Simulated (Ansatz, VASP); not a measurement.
**Two plane-wave programs on SrC8**

The input INCAR:

```
SYSTEM = SrC8
ALGO = Fast
EDIFF = 1E-7
ENCUT = 520
GGA = PE
ISIF = 2
ISMEAR = 0
LASPH = .True.
LCHARG = .True.
LELF = .True.
LREAL = .False.
LVHAR = .True.
LWAVE = .False.
NBANDS = 31
NELM = 100
PREC = Accurate
SIGMA = 0.2
```

KPOINTS

```
k-points
0
Gamma
  4 6 6
  0 0 0
```

File POSCAR:

```
SrC8
1.0
    0.0000000000      0.0000000000      4.8854999140
    4.9968105566      0.0000000000      0.0000000000
   -2.4984052783      4.3273648799      0.0000000000
Sr C
1 8
Direct
    0.5000000000      0.0000000000      0.0000000000
    0.0000000000      0.1671805655      0.3343611310
    1.0000000000      0.8328194345      0.1671805655
    0.0000000000      0.3343611310      0.1671805655
    0.0000000000      0.6656388690      0.8328194345
    0.0000000000      0.1671805655      0.8328194345
    0.0000000000      0.8328194345      0.6656388690
    1.0000000000      0.3333333333      0.6666666667
    0.0000000000      0.6666666667      0.3333333333
```

Input for Ansatz:

```yaml
crystal:
  lattice:
    - [0.0, 0.0, 4.885499914]
    - [4.9968105566, 0.0, 0.0]
    - [-2.4984052783, 4.3273648799, 0.0]
  atoms:
    - { symbol: Sr, position: [0.5, 0.0, 0.0] }
    - { symbol: C, position: [0.0, 0.1671805655, 0.334361131] }
    - { symbol: C, position: [1.0, 0.8328194345, 0.1671805655] }
    - { symbol: C, position: [0.0, 0.334361131, 0.1671805655] }
    - { symbol: C, position: [0.0, 0.665638869, 0.8328194345] }
    - { symbol: C, position: [0.0, 0.1671805655, 0.8328194345] }
    - { symbol: C, position: [0.0, 0.8328194345, 0.665638869] }
    - { symbol: C, position: [1.0, 0.3333333333, 0.6666666667] }
    - { symbol: C, position: [0.0, 0.6666666667, 0.3333333333] }
basis:
  ecutwfc: 420
kpoints:
  mp_grid: { grid: [4, 6, 6] }
hamiltonian:
  xc: pbe
scf:
  occupations: { method: gaussian, width: 0.2 }
  lower_state_search: "off"
output:
  forces: true
  stress: true
  eigenvalues: true
```

Alike in both runs: task single point; functional PBE; k mesh 4 × 6 × 6; occupations gaussian, width 0.2 eV; no spin polarisation.

|  | VASP | Ansatz |
| --- | --- | --- |
| version | VASP 6.6.1 | Ansatz 0.2.0 |
| potentials or method | VASP PAW PBE potentials, release 64 (Sr_sv, C), cutoff 520 eV | scalar-relativistic, plane waves, PAW |
| valence electrons in the cell | 42 | 42 |

```tsv
	VASP	Ansatz	Ansatz less VASP
gap on the k mesh at the Fermi level (eV)	none	none	-
pressure (GPa)	0.3	-0.1	-0.42
traceless stress, the component that is largest in VASP (GPa)	0.33	0.49	+0.158
rms of the force components (eV/Å)	0.019	0.015	-0.0040
```

Atom by atom the forces differ by 0.004 eV/Å (rms over components). A gap of «none» marks a metal or a gap that the smearing closes.
